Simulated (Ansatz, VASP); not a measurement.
## NiO2 in VASP and in Ansatz

File INCAR:

```
  PREC = Accurate
  ENCUT = 700
  EDIFF = 1E-6
  ISMEAR = 0
  SIGMA = 0.02
  LREAL = F
  LASPH = T
  NELM = 120
  ALGO = Normal
  ISIF = 2
  LWAVE = F
  LCHARG = F
  GGA = PS
  NBANDS = 22
  GGA_COMPAT = F
```

Contents of KPOINTS:

```
Automatic mesh
0
Gamma
  12 12 6
```

POSCAR

```
NiO2
1.0
    2.7845257550      0.0000000000      0.0000000000
   -1.3922628775      2.4114700413      0.0000000000
    0.0000000000      0.0000000000      4.8789139732
Ni O
1 2
Direct
    0.0000000000      0.0000000000      0.5000000000
    0.6666666667      0.3333333333      0.6912080179
    0.3333333333      0.6666666667      0.3087919821
```

Input for Ansatz:

```yaml
crystal:
  lattice:
    - [2.784525755, 0.0, 0.0]
    - [-1.3922628775, 2.4114700413, 0.0]
    - [0.0, 0.0, 4.8789139732]
  atoms:
    - { symbol: Ni, position: [0.0, 0.0, 0.5] }
    - { symbol: O, position: [0.6666666667, 0.3333333333, 0.6912080179] }
    - { symbol: O, position: [0.3333333333, 0.6666666667, 0.3087919821] }
basis:
  ecutwfc: 420
kpoints:
  mp_grid: { grid: [12, 12, 6] }
  band_path:
    path:
      - [[0.0, 0.0, 0.0], [0.5, 0.0, 0.0], [0.33333333, 0.33333333, 0.0], [0.0, 0.0, 0.0], [0.0, 0.0, 0.5], [0.5, 0.0, 0.5], [0.33333333, 0.33333333, 0.5], [0.0, 0.0, 0.5]]
      - [[0.5, 0.0, 0.5], [0.5, 0.0, 0.0]]
      - [[0.33333333, 0.33333333, 0.5], [0.33333333, 0.33333333, 0.0]]
    npoints: 14
hamiltonian:
  xc: pbesol
scf:
  occupations: { method: gaussian, width: 0.02 }
  n_extra_bands: 7
output:
  forces: true
  stress: true
  eigenvalues: true
  populations: true
  dos: { projected: true, de: 0.02, nscf_kmesh: { grid: [18, 18, 9] } }
  bader: true
```

Alike in both runs: task single point; functional PBEsol; k mesh 12 × 12 × 6; occupations gaussian, width 0.02 eV; no spin polarisation.

```csv
,VASP,Ansatz
version,VASP 6.6.1,Ansatz 0.2.0
potentials or method,"VASP PAW PBE potentials, release 64 (Ni_sv_GW, O), cutoff 700 eV","scalar-relativistic, plane waves, PAW"
valence electrons in the cell,30,30
```

```csv
,VASP,Ansatz,Ansatz less VASP
gap on the k mesh at the Fermi level (eV),1.03,1.04,+0.008
least direct gap on the mesh (eV),1.27,1.28,+0.006
pressure (GPa),-0.1,0.0,+0.15
"traceless stress, the component that is largest in VASP (GPa)",-0.39,0.03,+0.423
rms of the force components (eV/Å),0.019,0.000,-0.0188
```

VASP's potentials were made for PBE, not for PBEsol. Atom by atom the forces differ by 0.019 eV/Å (rms over components).
